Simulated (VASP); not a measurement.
TiB2 (lda): relaxation of cell and atoms with LDA

TiB2 (lda):

```
Ti B
1.0
     2.99493    0.00000    0.00000
    -1.49747    2.59369    0.00000
     0.00000    0.00000    3.15727
Ti B
1 2
Direct
  0.00000 0.00000 0.00000
  0.33333 0.66667 0.50000
  0.66667 0.33333 0.50000
```

| Quantity | Value |
| --- | --- |
| Program | VASP 6.6.1 |
| Task | relaxation of cell and atoms |
| Functional | LDA |
| Potentials or basis | VASP PAW LDA potentials, release 64 (Ti_sv, B) |
| Cutoff | 600 eV |
| k mesh | 18 × 18 × 14 |
| Occupations | gaussian, width 0.1 eV |
| Spin | no spin polarisation |
| Dipole correction | no |
| Further INCAR settings | ALGO = Normal; EDIFF = 1e-06; IBRION = 2; EDIFFG = -0.002; NSW = 100; ISIF = 3 |

```yaml
Relaxed_volume: 8.19 Å³/atom
Relaxed_cell: a = 2.995 Å, b = 2.995 Å, c = 3.162 Å, α = 90.00°, β = 90.00°, γ = 120.00°
Space_group_after_relaxing_to_0.05_Å: P6/mmm (No. 191)
Energy_gained_by_relaxing: 0.0 meV/atom
Ionic_steps: 6
Pressure_after_relaxing: 0.0 GPa
Band_gap_on_the_k_mesh: zero (band 9 reaches 10.80 eV, above the bottom of band 10 at 10.16 eV)
```

The path:
```
step  energy change (eV)  largest force (eV/Å)  pressure (GPa)  volume (Å³)
   1              0.0000                0.0000            0.51        24.53
   2              0.0000                0.0000           -0.48        24.62
   3             -0.0001                0.0000           -0.12        24.58
   4             -0.0001                0.0000           -0.08        24.58
   5             -0.0001                0.0000            0.05        24.57
   6             -0.0001                0.0000            0.01        24.57
```

Final structure:
```cif
data_structure
_symmetry_space_group_name_H-M 'P 1'
_symmetry_Int_Tables_number 1
_cell_length_a 2.9952
_cell_length_b 2.9952
_cell_length_c 3.1624
_cell_angle_alpha 90.000
_cell_angle_beta 90.000
_cell_angle_gamma 120.000
_cell_volume 24.57
loop_
_atom_site_label
_atom_site_type_symbol
_atom_site_fract_x
_atom_site_fract_y
_atom_site_fract_z
_atom_site_occupancy
Ti1 Ti 0.00000 0.00000 0.00000 1
B1 B 0.33333 0.66667 0.50000 1
B2 B 0.66667 0.33333 0.50000 1
```

Levels at points of the mesh, in eV from the Fermi level:
| k point | band 7 | band 8 | band 9 | band 10 | band 11 | band 12 |
| --- | --- | --- | --- | --- | --- | --- |
| (0.00, 0.00, 0.00) | -2.78 | -2.24 | -2.20 | 1.97 | 1.97 | 3.87 |
| (0.50, 0.00, 0.00) | -3.35 | -3.31 | -2.41 | 1.39 | 2.84 | 3.36 |
| (0.00, 0.00, 0.50) | -0.61 | -0.61 | -0.29 | -0.29 | 0.41 | 0.41 |
| (0.50, 0.00, 0.50) | -4.85 | -3.98 | -3.10 | 2.65 | 3.04 | 4.83 |

It took 110 s on 1 thread of Intel(R) Xeon(R) Platinum 8559C (Emerald Rapids) (shared host), peak memory 0.24 GiB.
